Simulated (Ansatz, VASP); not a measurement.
## HfMg3 in VASP and in Ansatz

Contents of INCAR:

```
SYSTEM = HfMg3
  PREC = Accurate
  ENCUT = 520
  EDIFF = 1E-6
  ISMEAR = 0
  SIGMA = 0.2
  LREAL = .False.
  LASPH = .True.
  NELM = 80
  ALGO = Normal
  ISIF = 2
  LWAVE = .False.
  LCHARG = .False.
  NBANDS = 16
```

File KPOINTS:

```
regular mesh
0
Gamma
  4 4 4
  0 0 0
```

The input POSCAR:

```
HfMg3
1.0
    4.4333760000      0.0000000000      0.0000000000
    0.0000000000      4.4333760000      0.0000000000
    0.0000000000      0.0000000000      4.4333760000
Mg Hf
3 1
Direct
    0.5000000000      0.5000000000      0.0000000000
    0.0000000000      0.5000000000      0.5000000000
    0.5000000000      0.0000000000      0.5000000000
    0.0000000000      0.0000000000      0.0000000000
```

Input for Ansatz:

```yaml
crystal:
  lattice:
    bravais: cubic
    a: 4.433376
  space_group: 221
  atoms:
    - { symbol: Mg, position: [0.5, 0.5, 0.0] }
    - { symbol: Hf, position: [0.0, 0.0, 0.0] }
basis:
  ecutwfc: 450.0
kpoints:
  mp_grid:
    grid: [4, 4, 4]
hamiltonian:
  xc: lda
scf:
  occupations:
    method: gaussian
    width: 0.2
output:
  forces: true
  stress: true
```

Alike in both runs: task single point; functional LDA; k mesh 4 × 4 × 4; occupations gaussian, width 0.2 eV; no spin polarisation.

|  | VASP | Ansatz |
| --- | --- | --- |
| version | VASP 6.6.1 | Ansatz 0.2.0 |
| potentials or method | VASP PAW LDA potentials, release 64 (Mg, Hf_pv), cutoff 520 eV | plane waves, PAW |
| valence electrons in the cell | 16 | 56 |

VASP gave:

- pressure (GPa): -3.7

Problem. What did Ansatz give for the same quantities?

Solution. Pressure (GPa): -3.4.

LDA's correlation is that of Perdew and Zunger in VASP and of Perdew and Wang (1992) in Ansatz. VASP's potentials hold 16 valence electrons a cell and Ansatz's 56, so a difference there can come from the potentials and not from the codes.

Neither program's run includes spin-orbit coupling.
